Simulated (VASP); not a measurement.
BaRu3: single point with PBEsol

Crystal: BaRu3.

```
CELL_PARAMETERS angstrom
4.30565 0.00000 0.00000
0.00000 4.30565 0.00000
0.00000 0.00000 4.30565
ATOMIC_POSITIONS crystal
Ba 0.00000 0.00000 0.00000
Ru 0.00000 0.50000 0.50000
Ru 0.50000 0.50000 0.00000
Ru 0.50000 0.00000 0.50000
```

* Program: VASP 6.6.1
* Task: single point
* Functional: PBEsol
* Potentials or basis: VASP PAW PBE potentials, release 64 (Ba_sv, Ru_pv)
* Cutoff: 520 eV
* k mesh: 8 × 8 × 8
* Occupations: gaussian, width 0.05 eV
* Spin: no spin polarisation

```yaml
Pressure: -12.2 GPa
Band_gap_on_the_k_mesh: zero (bands 26 and 27 overlap by 1.31 eV)
```

Levels at points of the mesh, in eV from the Fermi level:
| k point | band 23 | band 24 | band 25 | band 26 | band 27 | band 28 | band 29 | band 30 |
| --- | --- | --- | --- | --- | --- | --- | --- | --- |
| (0.00, 0.00, 0.00) | -0.75 | 0.44 | 0.44 | 1.17 | 1.49 | 1.49 | 1.49 | 4.60 |
| (0.50, 0.00, 0.00) | -1.13 | -0.30 | -0.20 | 0.06 | 0.06 | 0.45 | 0.60 | 1.49 |
| (0.50, 0.50, 0.00) | -0.77 | -0.57 | -0.32 | -0.12 | -0.12 | 0.02 | 0.09 | 0.60 |
| (0.50, 0.50, 0.50) | -0.83 | -0.33 | -0.33 | 0.78 | 1.20 | 1.20 | 1.20 | 4.02 |

Wall time 66 s on 1 thread of Intel Xeon 8259CL, on a shared host, peak memory 0.23 GiB.

Caveat: the cell stands under tension; the PAW data sets were made with another functional, which shifts forces and pressure a little; spin-orbit coupling is left out, which moves the levels of the heavy elements.
